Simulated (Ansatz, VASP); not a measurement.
# PdAu4O3: VASP beside Ansatz

File INCAR:

```
SYSTEM = PdAu4O3
PREC     = Accurate       ! precision mode
ENCUT    = 520            ! plane-wave cutoff, eV
EDIFF    = 1E-7           ! SCF threshold, eV
ISMEAR   = 0              ! smearing method
SIGMA    = 0.1            ! smearing width, eV
LREAL    = .FALSE.        ! projectors in reciprocal space
LASPH    = .TRUE.         ! aspherical terms in the spheres
NELM     = 150            ! most SCF steps
ALGO     = Normal         ! electronic algorithm
ISIF     = 2              ! what is computed and relaxed
LWAVE    = .FALSE.        ! write WAVECAR
LCHARG   = .TRUE.         ! write CHGCAR
ISPIN    = 2              ! spin polarisation
MAGMOM   = 1 1 1 1 1 0 0 0 ! initial moments
LORBIT   = 11             ! projections on sites
LMAXMIX  = 4              ! l up to which the mixer works
GGA      = PE             ! functional
LELF     = .TRUE.         ! ELF
LVHAR    = .TRUE.       
NBANDS   = 50             ! bands
```

KPOINTS

```
Automatic mesh
0
G
  4 4 4
  0 0 0
```

File POSCAR:

```
PdAu4O3
1.0
    5.3296152397      0.0000000000      0.0000000000
    0.0000000000      5.3296152397      0.0000000000
    0.0000000000      0.0000000000      5.3296152397
Pd Au O
1 4 3
Direct
    0.0000000000      0.0000000000      0.0000000000
    0.7070066904      0.7070066904      0.2929933096
    0.7070066904      0.2929933096      0.7070066904
    0.2929933096      0.7070066904      0.7070066904
    0.2929933096      0.2929933096      0.2929933096
    0.5000000000      0.5000000000      0.0000000000
    0.5000000000      0.0000000000      0.5000000000
    0.0000000000      0.5000000000      0.5000000000
```

Input for Ansatz:

```yaml
crystal:
  lattice:
    - [5.3296152397, 0.0, 0.0]
    - [0.0, 5.3296152397, 0.0]
    - [0.0, 0.0, 5.3296152397]
  atoms:
    - { symbol: Pd, position: [0.0, 0.0, 0.0], spin: 1.0 }
    - { symbol: Au, position: [0.7070066904, 0.7070066904, 0.2929933096], spin: 1.0 }
    - { symbol: Au, position: [0.7070066904, 0.2929933096, 0.7070066904], spin: 1.0 }
    - { symbol: Au, position: [0.2929933096, 0.7070066904, 0.7070066904], spin: 1.0 }
    - { symbol: Au, position: [0.2929933096, 0.2929933096, 0.2929933096], spin: 1.0 }
    - { symbol: O, position: [0.5, 0.5, 0.0] }
    - { symbol: O, position: [0.5, 0.0, 0.5] }
    - { symbol: O, position: [0.0, 0.5, 0.5] }
basis:
  ecutwfc: 420
kpoints:
  mp_grid: { grid: [4, 4, 4] }
hamiltonian:
  xc: pbe
scf:
  occupations: { method: gaussian, width: 0.1 }
  lower_state_search: "off"
output:
  forces: true
  stress: true
  eigenvalues: true
  populations: true
magnetization:
  spin_polarized: true
```

Change from the starting cell: species swapped into the Al3GaN4 type (P-43m, No. 215).

Alike in both runs: task single point; functional PBE; k mesh 4 × 4 × 4; occupations gaussian, width 0.1 eV; collinear spin.

|  | VASP | Ansatz |
| --- | --- | --- |
| version | VASP 6.6.1 | Ansatz 0.2.0 |
| potentials or method | VASP PAW PBE potentials, release 64 (Pd, Au, O), cutoff 520 eV | scalar-relativistic, plane waves, PAW |
| valence electrons in the cell | 72 | 112 |

VASP gave:

```
gap on the k mesh at the Fermi level (eV)                     : none
pressure (GPa)                                                : 0.3
rms of the force components (eV/Å)                            : 0.009
net moment per atom (μB)                                      : 0.10
size of the moment on the site where the two differ most (μB) : 0.22
```

**Question.** Estimate Ansatz's values.

**Answer.** gap on the k mesh at the Fermi level (eV): none; pressure (GPa): 0.4; rms of the force components (eV/Å): 0.011; net moment per atom (μB): 0.10; size of the moment on the site where the two differ most (μB): 0.21.

Site moments also hang on the region over which each program counts them. Atom by atom the forces differ by 0.002 eV/Å (rms over components). A gap of «none» marks a metal or a gap that the smearing closes. With one functional, cell and mesh, what is left measures potentials, basis and numerics. VASP's potentials hold 72 valence electrons a cell and Ansatz's 112, so a difference there can come from the potentials and not from the codes.

Neither program's run includes spin-orbit coupling.
